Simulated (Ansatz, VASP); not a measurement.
**Al3Cu: VASP beside Ansatz**

Contents of INCAR:

```
PREC     = Accurate       # precision mode
ENCUT    = 520            # plane-wave cutoff, eV
EDIFF    = 1E-7           # SCF threshold, eV
ISMEAR   = 0              # smearing method
SIGMA    = 0.15           # smearing width, eV
LREAL    = False          # projectors in reciprocal space
LASPH    = True           # aspherical terms in the spheres
NELM     = 80             # most SCF steps
ALGO     = Fast           # electronic algorithm
ISIF     = 2              # what is computed and relaxed
LWAVE    = False          # write WAVECAR
LCHARG   = False          # write CHGCAR
GGA      = PS             # functional
NBANDS   = 18             # bands
```

Contents of KPOINTS:

```
Automatic mesh
0
Gamma
  18 18 6
```

POSCAR

```
Al3Cu
1.0
    2.6962925195      0.0000000000      0.0000000000
    0.0000000000      2.8630735001      0.0000000000
    0.0000000000      0.0000000000      7.6029571177
Al Cu
3 1
Direct
    0.0000000000      0.0000000000      0.5000000000
    0.5000000000      0.5000000000      0.2206884206
    0.5000000000      0.5000000000      0.7793115794
    0.0000000000      0.0000000000      0.0000000000
```

Input for Ansatz:

```yaml
crystal:
  lattice:
    - [2.6962925195, 0.0, 0.0]
    - [0.0, 2.8630735001, 0.0]
    - [0.0, 0.0, 7.6029571177]
  atoms:
    - { symbol: Al, position: [0.0, 0.0, 0.5] }
    - { symbol: Al, position: [0.5, 0.5, 0.2206884206] }
    - { symbol: Al, position: [0.5, 0.5, 0.7793115794] }
    - { symbol: Cu, position: [0.0, 0.0, 0.0] }
basis:
  ecutwfc: 420
kpoints:
  mp_grid: { grid: [18, 18, 6] }
hamiltonian:
  xc: pbesol
scf:
  occupations: { method: gaussian, width: 0.15 }
output:
  forces: true
  stress: true
  eigenvalues: true
```

Change from the starting cell: strain -0.0300 x Voigt [1, -1, 0, 0, 0, 0], atoms carried along.

Alike in both runs: task single point; functional PBEsol; k mesh 18 × 18 × 6; occupations gaussian, width 0.15 eV; no spin polarisation.

```csv
,VASP,Ansatz
version,VASP 6.6.1,Ansatz 0.2.0
potentials or method,"VASP PAW PBE potentials, release 64 (Al, Cu), cutoff 520 eV","scalar-relativistic, plane waves, PAW"
valence electrons in the cell,20,28
```

|  | VASP | Ansatz | Ansatz less VASP |
| --- | --- | --- | --- |
| gap on the k mesh at the Fermi level (eV) | none | none | - |
| pressure (GPa) | 0.6 | 0.4 | -0.21 |
| traceless stress, the component that is largest in VASP (GPa) | 3.84 | 3.81 | -0.029 |
| rms of the force components (eV/Å) | 0.019 | 0.010 | -0.0089 |

VASP's potentials were made for PBE, not for PBEsol. Atom by atom the forces differ by 0.009 eV/Å (rms over components). A gap of «none» marks a metal or a gap that the smearing closes. VASP's potentials hold 20 valence electrons a cell and Ansatz's 28, so a difference there can come from the potentials and not from the codes.
